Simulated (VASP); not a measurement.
Set up this calculation in VASP 6.6.1, as the native input.

```
Task                   : relaxation of cell and atoms
Functional             : LDA
Potentials or basis    : VASP PAW LDA potentials, release 64 (Pb_d)
Cutoff                 : 600 eV
k mesh                 : 16 × 16 × 10
Occupations            : fermi-dirac, width 0.08 eV
Spin                   : no spin polarisation
Target pressure        : 1 GPa
Dipole correction      : no
Further INCAR settings : ALGO = Normal; EDIFF = 1e-06; IBRION = 2; EDIFFG = -0.002; NSW = 100; ISIF = 3
```

The structure of Pb lies in POSCAR:

```
Pb
1.0
    3.4190659614      0.0000000000      0.0000000000
   -1.7095329807      2.9609979798      0.0000000000
    0.0000000000      0.0000000000      5.7111877102
Pb
2
Direct
    0.3333333333      0.6666666667      0.2500000000
    0.6666666667      0.3333333333      0.7500000000
```

The input as run:

INCAR

```
  PREC = Accurate
  ENCUT = 600
  EDIFF = 1E-6
  ISMEAR = -1
  SIGMA = 0.08
  LREAL = False
  LASPH = True
  NELM = 60
  ALGO = Normal
  ISIF = 3
  LWAVE = False
  LCHARG = False
  IBRION = 2
  NSW = 100
  EDIFFG = -0.002
  PSTRESS = 10.0
```

KPOINTS

```
Automatic mesh
0
Gamma
  16 16 10
```

Potentials or basis: VASP PAW LDA potentials, release 64 (Pb_d).

Command:

```console
$ cat potpaw_LDA.64/Pb_d/POTCAR > POTCAR
$ mpirun -np 1 vasp_std > vasp.out
```

Results of the run:

```yaml
Relaxed_volume: 28.46 Å³/atom
Relaxed_cell: a = 3.401 Å, b = 3.401 Å, c = 5.682 Å, α = 90.00°, β = 90.00°, γ = 120.00°
Space_group_after_relaxing_to_0.05_Å: P6_3/mmc (No. 194)
Energy_change_on_relaxing_the_enthalpy_is_what_falls: +1.5 meV/atom
Ionic_steps: 4
Pressure_after_relaxing: 1.0 GPa
Band_gap_on_the_k_mesh: zero (band 14 reaches 13.93 eV, above the bottom of band 15 at 5.94 eV)
```

Caveat: the cell is relaxed towards a set pressure, so the enthalpy falls and the energy may rise; spin-orbit coupling is left out, which moves the levels of the heavy elements.

It took 2.3 min on 1 thread of Intel(R) Xeon(R) 6975P-C (Granite Rapids) (shared host), peak memory 0.31 GiB.
